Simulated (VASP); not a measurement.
Wanted: the native input for a VASP 6.6.1 run.

* Task: relaxation of cell and atoms
* Functional: PBEsol
* Potentials or basis: VASP PAW PBE potentials, release 64 (Si, O)
* Cutoff: 600 eV
* k mesh: 6 × 6 × 6
* Occupations: fermi-dirac, width 0.02 eV
* Spin: no spin polarisation
* Dipole correction: no
* Further INCAR settings: ALGO = Normal; EDIFF = 1e-06; IBRION = 2; EDIFFG = -0.005; NSW = 80; ISIF = 3

The structure of SiO2 lies in POSCAR:

```
SiO2
1.0
   -2.5131481446      2.5131481446      3.6858651064
    2.5131481446     -2.5131481446      3.6858651064
    2.5131481446      2.5131481446     -3.6858651064
Si O
2 4
Direct
    0.0000000000      0.0000000000      0.0000000000
    0.7500000000      0.2500000000      0.5000000000
    0.3750000000      0.2174794837      0.3424794837
    0.9674794837      0.6250000000      0.8424794837
    0.7825205163      0.1250000000      0.1575205163
    0.8750000000      0.0325205163      0.6575205163
```

These files were run (other wordings do the same):

INCAR

```
PREC = Accurate ; ENCUT = 600
EDIFF = 1E-6 ; ISMEAR = -1
SIGMA = 0.02 ; LREAL = F
LASPH = T ; NELM = 60
ALGO = Normal ; ISIF = 3
LWAVE = F ; LCHARG = F
GGA = PS ; IBRION = 2
NSW = 80 ; EDIFFG = -0.005
```

KPOINTS

```
regular mesh
0
Gamma
  6 6 6
```

Potentials or basis: VASP PAW PBE potentials, release 64 (Si, O).

Command:

```console
$ cat potpaw_PBE.64/Si/POTCAR potpaw_PBE.64/O/POTCAR > POTCAR
$ mpirun -np 1 vasp_std > vasp.out
```

Results of the run:

- Relaxed volume: 15.20 Å³/atom
- Relaxed cell: a = 5.090 Å, b = 5.090 Å, c = 5.090 Å, α = 121.39°, β = 121.39°, γ = 87.61°
- Space group after relaxing (to 0.05 Å): I-42d (No. 122)
- Energy gained by relaxing: 1.1 meV/atom
- Ionic steps: 12
- Pressure after relaxing: 0.0 GPa
- Band gap on the k mesh: 5.81 eV, direct

Caveat: the PAW data sets were made with another functional, which shifts forces and pressure a little.

Wall time 3.3 min on 1 thread of Intel(R) Xeon(R) Platinum 8559C (Emerald Rapids), on a shared host, peak memory 0.28 GiB.
